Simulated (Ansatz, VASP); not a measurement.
HfO2 in VASP and in Ansatz

POSCAR

```
HfO2
1.0
   -0.0505836464      2.4785986728      2.4785986728
    2.4785986728     -0.0505836464      2.4785986728
    2.4785986728      2.4785986728     -0.0505836464
Hf O
1 2
Direct
    0.0000000000      0.0000000000      0.0000000000
    0.2518285308      0.2518285308      0.2518285308
    0.7481714692      0.7481714692      0.7481714692
```

The input INCAR.step1:

```
PREC     = Accurate       # precision mode
ENCUT    = 520            # plane-wave cutoff, eV
ISMEAR   = 0              # smearing method
SIGMA    = 0.01           # smearing width, eV
LREAL    = F              # projectors in reciprocal space
LASPH    = T              # aspherical terms in the spheres
NELM     = 80             # most SCF steps
NBANDS   = 18             # bands
GGA      = PE             # functional
ALGO     = Normal         # electronic algorithm
EDIFF    = 1E-4           # SCF threshold, eV
LWAVE    = T              # write WAVECAR
LCHARG   = F              # write CHGCAR
```

INCAR.step2

```
PREC     = Accurate       # precision mode
ENCUT    = 520            # plane-wave cutoff, eV
EDIFF    = 1E-6           # SCF threshold, eV
ISMEAR   = 0              # smearing method
SIGMA    = 0.01           # smearing width, eV
LREAL    = F              # projectors in reciprocal space
LASPH    = T              # aspherical terms in the spheres
NELM     = 80             # most SCF steps
ALGO     = Normal         # electronic algorithm
ISIF     = 2              # what is computed and relaxed
LWAVE    = F              # write WAVECAR
LCHARG   = F              # write CHGCAR
METAGGA  = R2SCAN         # meta-GGA
LMIXTAU  = T            
NBANDS   = 18             # bands
ISTART   = 1
```

KPOINTS

```
regular mesh
0
Gamma
  8 8 8
```

Input for Ansatz:

```yaml
crystal:
  lattice:
    - [-0.0505836464, 2.4785986728, 2.4785986728]
    - [2.4785986728, -0.0505836464, 2.4785986728]
    - [2.4785986728, 2.4785986728, -0.0505836464]
  atoms:
    - { symbol: Hf, position: [0.0, 0.0, 0.0] }
    - { symbol: O, position: [0.2518285308, 0.2518285308, 0.2518285308] }
    - { symbol: O, position: [0.7481714692, 0.7481714692, 0.7481714692] }
kpoints:
  mp_grid: { grid: [8, 8, 8] }
  band_path:
    path:
      - [0.0, 0.0, 0.0]
      - [0.5, 0.0, 0.5]
      - [0.625, 0.25, 0.625]
      - [0.375, 0.375, 0.75]
      - [0.5, 0.5, 0.5]
      - [0.5, 0.25, 0.75]
      - [0.0, 0.5, 0.5]
    npoints: 1
hamiltonian:
  xc: r2scan
scf:
  occupations: { method: fixed }
  n_extra_bands: 4
output:
  forces: true
  stress: true
  eigenvalues: true
```

Change from the starting cell: shear_111 strain -3.0%.

Alike in both runs: task single point; functional r2SCAN; k mesh 8 × 8 × 8; no spin polarisation.

|  | VASP | Ansatz |
| --- | --- | --- |
| version | VASP 6.6.1 | Ansatz 0.2.0 |
| potentials or method | VASP PAW PBE potentials, release 64 (Hf_pv, O) | plane waves, PAW |
| plane-wave cutoff (eV) | 520 | 500 |
| occupations | gaussian, width 0.01 eV | fixed |
| valence electrons in the cell | 22 | 38 |

|  | VASP | Ansatz | Ansatz less VASP |
| --- | --- | --- | --- |
| gap on the k mesh at the Fermi level (eV) | 4.41 | 4.39 | -0.022 |
| pressure (GPa) | 4.6 | 8.9 | +4.26 |
| traceless stress, the component that is largest in VASP (GPa) | 1.57 | 1.63 | +0.061 |
| rms of the force components (eV/Å) | 0.010 | 0.000 | -0.0098 |

VASP's potentials were made for PBE, not for r2SCAN. Atom by atom the forces differ by 0.010 eV/Å (rms over components). One of these differences is far larger than is usual between the two programs; its cause wasn't traced. VASP's potentials hold 22 valence electrons a cell and Ansatz's 38, so a difference there can come from the potentials and not from the codes.

Spin-orbit coupling is off throughout.
